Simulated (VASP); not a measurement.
# Al2GaP2 (P4/mmm) in VASP: further runs, part 2 of 2

VASP 6.6.1.

**4. Single point, PBE**

This run uses another cell than the first one, of 21.72 Å³/atom.

Input file INCAR:

```
SYSTEM = Al2GaP2
ALGO = Normal
EDIFF = 1E-7
ENCUT = 520
GGA = PE
ISIF = 2
ISMEAR = 0
LASPH = .TRUE.
LCHARG = .FALSE.
LREAL = .FALSE.
LWAVE = .FALSE.
NBANDS = 22
NELM = 60
PREC = Accurate
SIGMA = 0.1
```

Input file KPOINTS:

```
k-points
0
G
  12 12 4
  0 0 0
```

Input file POSCAR:

```
Al2GaP2
1.0
    3.3591880645      0.0000000000      0.0000000000
    0.0000000000      3.3591880645      0.0000000000
    0.0000000000      0.0000000000      9.6260978374
Al Ga P
2 1 2
Direct
    0.5000000000      0.5000000000      0.7554027481
    0.5000000000      0.5000000000      0.2445972519
    0.0000000000      0.0000000000      0.5000000000
    0.5000000000      0.5000000000      0.5000000000
    0.5000000000      0.5000000000      0.0000000000
```

Potentials or basis: VASP PAW PBE potentials, release 64 (Al, Ga_d, P).

Launch:

```
$ cat potpaw_PBE.64/Al/POTCAR potpaw_PBE.64/Ga_d/POTCAR potpaw_PBE.64/P/POTCAR > POTCAR
$ mpirun -np 1 vasp_std > vasp.out
```

OUTCAR:

```text
SYSTEM = Al2GaP2
   EDIFF = 1E-7
   ENCUT = 520
   GGA = PE
   ISIF = 2
   ISMEAR = 0
   LASPH = .TRUE.
   LREAL = .FALSE.
   NELM = 60
   PREC = Accurate

 ion  position               nearest neighbor table
   1  0.500  0.500  0.755-   5 2.35   4 2.46
   2  0.500  0.500  0.245-   5 2.35   4 2.46
   3  0.000  0.000  0.500-   4 2.38   4 2.38   4 2.38   4 2.38
   4  0.500  0.500  0.500-   3 2.38   3 2.38   3 2.38   3 2.38   1 2.46   2 2.46
   5  0.500  0.500  0.000-   1 2.35   2 2.35

  LATTYP: Found a simple tetragonal cell.
 ALAT       =     3.3591880645
 C/A-ratio  =     2.8656025363

  Lattice vectors:

 A1 = (   3.3591880645,   0.0000000000,   0.0000000000)
 A2 = (   0.0000000000,   3.3591880645,   0.0000000000)
 A3 = (   0.0000000000,   0.0000000000,   9.6260978374)

Analysis of symmetry for initial positions (statically):
=====================================================================
 Subroutine PRICEL returns:
 Original cell was already a primitive cell.

 Routine SETGRP: Setting up the symmetry group for a
 simple tetragonal supercell.

 Subroutine GETGRP returns: Found 16 space group operations
 (whereof 16 operations were pure point group operations)
 out of a pool of 16 trial point group operations.

The static configuration has the point symmetry D_4h.

Analysis of symmetry for dynamics (positions and initial velocities):
=====================================================================
 Subroutine PRICEL returns:
 Original cell was already a primitive cell.

 Routine SETGRP: Setting up the symmetry group for a
 simple tetragonal supercell.

 Subroutine GETGRP returns: Found 16 space group operations
 (whereof 16 operations were pure point group operations)
 out of a pool of 16 trial point group operations.

The dynamic configuration has the point symmetry D_4h.

 Subroutine INISYM returns: Found 16 space group operations
 (whereof 16 operations are pure point group operations),
 and found     1 'primitive' translations

----------------------------------------------------------------------------------------

                                     Primitive cell

  volume of cell :     108.6223

  direct lattice vectors                    reciprocal lattice vectors
     3.359188065  0.000000000  0.000000000     0.297690984  0.000000000  0.000000000
     0.000000000  3.359188065  0.000000000     0.000000000  0.297690984  0.000000000
     0.000000000  0.000000000  9.626097837     0.000000000  0.000000000  0.103884255

  length of vectors
     3.359188065  3.359188065  9.626097837     0.297690984  0.297690984  0.103884255

  position of ions in fractional coordinates (direct lattice)
     0.500000000  0.500000000  0.755402748
     0.500000000  0.500000000  0.244597252
     0.000000000  0.000000000  0.500000000
     0.500000000  0.500000000  0.500000000
     0.500000000  0.500000000  0.000000000

  ion indices of the primitive-cell ions
   primitive index   ion index
                 1           1
                 2           2
                 3           3
                 4           4
[... 23 lines left out ...]
 Subroutine IBZKPT returns following result:
 ===========================================

 Found     84 irreducible k-points:

 Following reciprocal coordinates:
            Coordinates               Weight
  0.000000  0.000000  0.000000      1.000000
  0.083333  0.000000  0.000000      4.000000
  0.166667  0.000000  0.000000      4.000000
  0.250000  0.000000  0.000000      4.000000
  0.333333  0.000000  0.000000      4.000000
  0.416667  0.000000  0.000000      4.000000
[... 16 lines left out ...]
  0.333333  0.333333  0.000000      4.000000
  0.416667  0.333333  0.000000      8.000000
 [... further k-points ...]
   k-points           NKPTS =     84   k-points in BZ     NKDIM =     84   number of bands    NBANDS=     22
   number of dos      NEDOS =    301   number of ions     NIONS =      5
   total plane-waves  NPLWV =  56448
   dimension x,y,z NGX =    28 NGY =   28 NGZ =   72
   dimension x,y,z NGXF=    56 NGYF=   56 NGZF=  144
   ions per type =               2   1   2
   NGX,Y,Z   is equivalent  to a cutoff of  13.86, 13.86, 12.43 a.u.
   NGXF,Y,Z  is equivalent  to a cutoff of  27.71, 27.71, 24.87 a.u.
 SYSTEM =  Al2GaP2
   PREC   = accura    normal or accurate (medium, high low for compatibility)
   ISTART =      0    job   : 0-new  1-cont  2-samecut
   ICHARG =      2    charge: 1-file 2-atom 10-const
   ISPIN  =      1    spin polarized calculation?
   LNONCOLLINEAR =      F non collinear calculations
   LSORBIT =      F    spin-orbit coupling
   LASPH  =      T    aspherical Exc in radial PAW
   ENCUT  =  520.0 eV  38.22 Ry    6.18 a.u.   6.25  6.25 17.90*2*pi/ulx,y,z
   NELM   =     60;   NELMIN=  2; NELMDL= -5     # of ELM steps
   EDIFF  = 0.1E-06   stopping-criterion for ELM
   LREAL  =      F    real-space projection
   EDIFFG = 0.1E-05   stopping-criterion for IOM
   NSW    =      0    number of steps for IOM
   IBRION =     -1    ionic relax: 0-MD 1-quasi-New 2-CG
   NFREE  =      0    steps in history (QN), initial steepest desc. (CG)
   ISIF   =      2    stress and relaxation
   ISYM   =      2    0-nonsym 1-usesym 2-fastsym
   POTIM  = 0.5000    time-step for ionic-motion
   TEBEG  =    0.0;   TEEND  =   0.0 temperature during run
   PSTRESS=    0.0 pullay stress
   NELECT =      29.0000    total number of electrons
   NUPDOWN=      -1.0000    fix difference up-down
   EMIN   =  10.00;   EMAX   =-10.00  energy-range for DOS
   EFERMI =   0.00;   METHOD = LEGACY
   ISMEAR =     0;   SIGMA  =   0.10  broadening in eV -4-tet -1-fermi 0-gaus
   EFERMI_NEDOS =   21; number of points for ismear=-14 and -15
   IALGO  =     38    algorithm
   IMIX   =      4    mixing-type and parameters
     AMIX     =   0.40;   BMIX     =  1.00
     AMIX_MAG =   1.60;   BMIX_MAG =  1.00
  volume/ion in A,a.u.               =      21.72       146.60
  Fermi-wavevector in a.u.,A,eV,Ry     =   1.054147  1.992049 15.119147  1.111226
  Thomas-Fermi vector in A             =   2.189296
   LORBIT       =      0    0 simple, 1 ext, 2 COOP (PROOUT), +10 PAW based schemes
   GGA     = PE    functional components
   LHFCALC =     F    Hartree Fock is set to
   AEXX    =    0.0000 exact exchange contribution
   IVDW    =     0    specifies the selected vdW correction
   LEPSILON=     F    determine dielectric tensor
   LRPA    =     F    only Hartree local field effects (RPA)
 non-spin polarized calculation
 Gauss-broadening in eV      SIGMA  =   0.10
  energy-cutoff  :      520.00
  volume of cell :      108.62
 maximum number of plane-waves:      2952
 NGX is ok and might be reduce to    28
   NGX = 13   NGY = 13   NGZ = 35

 number of electron      29.0000015 magnetization

 Free energy of the ion-electron system (eV)
  ---------------------------------------------------
  ext. energy  EPLUGINS =         0.00000000
  ---------------------------------------------------
  free energy    TOTEN  =       -18.62506592 eV

  energy without entropy =      -18.61143272  energy(sigma->0) =      -18.61824932

 E-fermi :   4.8355     XC(G=0):  -9.3660

 val. band max:        4.8296261204   @ k =   0.5000   0.3333   0.5000
 cond. band min:       4.8414320214   @ k =   0.5000   0.3333   0.2500
 fundamental gap:      0.0118059010
 Fermi energy:         4.8355395606

 k-point     1 :       0.0000    0.0000    0.0000
  band No.  band energies     occupation
      1     -10.7012      2.00000
      2     -10.4234      2.00000
      3     -10.3950      2.00000
      4     -10.3324      2.00000
      5     -10.3324      2.00000
      6      -8.6654      2.00000
[... 589 lines left out ...]
     21       9.2454      0.00000
     22       9.6670      0.00000

 [... further k-points ...]

------------------------ aborting loop because EDIFF is reached ----------------------------------------

  FORCE on cell =-STRESS in cart. coord.  units (eV):
  Direction    XX          YY          ZZ          XY          YZ          ZX
  --------------------------------------------------------------------------------------
  -------------------------------------------------------------------------------------
  Total        0.0183967      0.0183967     -0.0591062      0.0000000      0.0000000      0.0000000
  in kB        0.2713507      0.2713507     -0.8718159      0.0000000      0.0000000      0.0000000
  external PRESSURE =      -0.1097048 kB  Pullay stress =       0.0000000 kB

 VOLUME and BASIS-vectors are now :
 -----------------------------------------------------------------------------
  energy-cutoff  :      520.00
  volume of cell :      108.62
      direct lattice vectors                 reciprocal lattice vectors
     3.359188065  0.000000000  0.000000000     0.297690984  0.000000000  0.000000000
     0.000000000  3.359188065  0.000000000     0.000000000  0.297690984  0.000000000
     0.000000000  0.000000000  9.626097837     0.000000000  0.000000000  0.103884255

 POSITION                                       TOTAL-FORCE (eV/Angst)
 -----------------------------------------------------------------------------------
      1.67959      1.67959      7.27158         0.000000     -0.000000      0.002813
      1.67959      1.67959      2.35452         0.000000      0.000000     -0.002813
      0.00000      0.00000      4.81305         0.000000      0.000000      0.000000
      1.67959      1.67959      4.81305         0.000000      0.000000      0.000000
      1.67959      1.67959      0.00000         0.000000      0.000000      0.000000
 -----------------------------------------------------------------------------------
    total drift:                               -0.000000      0.000000      0.000000

  FREE ENERGIE OF THE ION-ELECTRON SYSTEM (eV)
  ---------------------------------------------------
  free  energy   TOTEN  =       -18.6250659243 eV

  energy  without entropy=      -18.6114327168  energy(sigma->0) =      -18.61824932
```

Run time: 5.1 min. Hardware: 1 thread of Intel Xeon 8259CL, shared host; peak memory 0.35 GiB.

What came out:

```yaml
Free_energy: -18.6251 eV
Pressure: 0.0 GPa
Band_gap_on_the_k_mesh: zero (an odd number of electrons rules out a gap without spin polarisation)
```

Forces on the atoms (eV/Å):
```
Al   0.000  0.000  0.003
Al   0.000  0.000 -0.003
Ga   0.000  0.000  0.000
P    0.000  0.000  0.000
P    0.000  0.000  0.000
```

**5. Relaxation of cell and atoms, PBE**

This run uses another cell than the first one, of 21.82 Å³/atom.

Input file INCAR:

```
SYSTEM = Al2GaP2
PREC = Accurate ; ENCUT = 600
EDIFF = 1E-6 ; ISMEAR = 0
SIGMA = 0.1 ; LREAL = .False.
LASPH = .True. ; NELM = 80
ALGO = Normal ; ISIF = 3
LWAVE = .False. ; LCHARG = .False.
GGA = PE ; IBRION = 2
NSW = 100 ; EDIFFG = -0.01
```

Input file KPOINTS:

```
Automatic mesh
0
Gamma
  12 12 4
  0 0 0
```

Input file POSCAR:

```
Al2GaP2
1.0
    3.3614115600      0.0000000000      0.0000000000
    0.0000000000      3.3614115600      0.0000000000
    0.0000000000      0.0000000000      9.6561720998
Al Ga P
2 1 2
Direct
    0.5000000000      0.5000000000      0.7563526149
    0.5000000000      0.5000000000      0.2436473851
    0.0000000000      0.0000000000      0.5000000000
    0.5000000000      0.5000000000      0.5000000000
    0.5000000000      0.5000000000      0.0000000000
```

Launch:

```
$ cat potpaw_PBE.64/Al/POTCAR potpaw_PBE.64/Ga_d/POTCAR potpaw_PBE.64/P/POTCAR > POTCAR
$ mpirun -np 1 vasp_std > vasp.out
```

Wall time 14 min (1 thread of Intel Xeon 8259CL, shared host); peak memory 0.4 GiB.

Results (log left out):

* Free energy: -18.6253 eV
* Relaxed volume: 21.73 Å³/atom
* Relaxed cell: a = 3.361 Å, b = 3.361 Å, c = 9.619 Å, α = 90.00°, β = 90.00°, γ = 90.00°
* Space group after relaxing (to 0.1 Å): P4/mmm (No. 123)
* Energy gained by relaxing: 0.3 meV/atom
* Ionic steps: 7
* Pressure after relaxing: 0.0 GPa
* Largest force after relaxing: 0.005 eV/Å
* Band gap on the k mesh: zero (an odd number of electrons rules out a gap without spin polarisation)

Forces in eV/Å, atoms in the order of the input:
```
Al   0.000  0.000 -0.005
Al   0.000  0.000  0.005
Ga   0.000  0.000  0.000
P    0.000  0.000  0.000
P    0.000  0.000  0.000
```

Step by step:
| step | energy change (eV) | largest force (eV/Å) | pressure (GPa) | volume (Å³) |
| --- | --- | --- | --- | --- |
| 1 | 0.0000 | 0.0787 | -0.23 | 109.11 |
| 2 | -0.0011 | 0.0513 | 0.05 | 108.62 |
| 3 | -0.0012 | 0.0474 | 0.05 | 108.55 |
| 4 | -0.0012 | 0.0385 | 0.14 | 108.41 |
| 5 | -0.0012 | 0.0435 | 0.08 | 108.49 |
| 6 | -0.0014 | 0.0141 | 0.00 | 108.60 |
| 7 | -0.0014 | 0.0054 | -0.01 | 108.63 |

Final structure:
```
Al Ga P
1.0
     3.36051    0.00000    0.00000
     0.00000    3.36051    0.00000
     0.00000    0.00000    9.61939
Al Ga P
2 1 2
Cartesian
  1.6803 1.6803 7.2672
  1.6803 1.6803 2.3522
  0.0000 0.0000 4.8097
  1.6803 1.6803 4.8097
  1.6803 1.6803 0.0000
```

Levels at points of the mesh, in eV from the Fermi level:
```tsv
k point	band 10	band 11	band 12	band 13	band 14	band 15	band 16	band 17	band 18
(0.00, 0.00, 0.00)	-4.10	-2.28	-2.28	-0.44	0.99	0.99	1.10	3.55	3.70
(0.50, 0.00, 0.00)	-3.77	-3.65	-2.77	-1.95	-0.05	0.45	1.61	1.66	2.81
(0.50, 0.50, 0.00)	-4.82	-4.61	-2.97	-2.53	-2.53	-0.35	-0.35	0.57	1.33
(0.00, 0.00, 0.50)	-2.28	-2.28	-1.54	-1.42	-0.43	0.98	0.98	3.72	4.29
(0.50, 0.00, 0.50)	-5.02	-3.87	-1.92	-1.07	-0.05	0.01	0.44	1.60	3.27
(0.50, 0.50, 0.50)	-4.82	-4.09	-3.76	-2.59	-2.59	0.52	0.52	0.61	0.61
```

**6. Overview**

| task | cell | k mesh | cutoff (eV) | gap on the mesh (eV) | pressure (GPa) | largest force (eV/Å) |
| --- | --- | --- | --- | --- | --- | --- |
| single point | a = 3.673, b = 3.673, c = 7.641 Å, 5 atoms, atomic positions A | 6 × 6 × 2 | 520 | none | 69.4 | 46.00 |
| single point | a = 3.361, b = 3.361, c = 9.656 Å, 5 atoms, atomic positions B | 6 × 6 × 2 | 520 | none | 0.0 | - |
| single point | a = 3.359, b = 3.359, c = 9.626 Å, 5 atoms, atomic positions B | 12 × 12 × 4 | 520 | none | 0.0 | - |
| relaxation of cell and atoms | relaxed from a = 3.361, b = 3.361, c = 9.656 Å, 5 atoms, atomic positions B | 12 × 12 × 4 | 600 | none | 0.0 | 0.01 |

Alike in all rows: level PBE; potentials or basis VASP PAW PBE potentials, release 64 (Al, Ga_d, P); no spin polarisation; smearing gaussian 0.1 eV.

Caveats: some runs use coarse meshes; atoms lie so close that the PAW spheres overlap strongly, which falsifies energies and pressures (at least some runs); forces of over 1 eV/Å act on the atoms, so gaps and moduli don't describe the material at rest (at least some runs).

Total energies depend on the potentials used, so only differences within one code and one set of settings carry meaning.
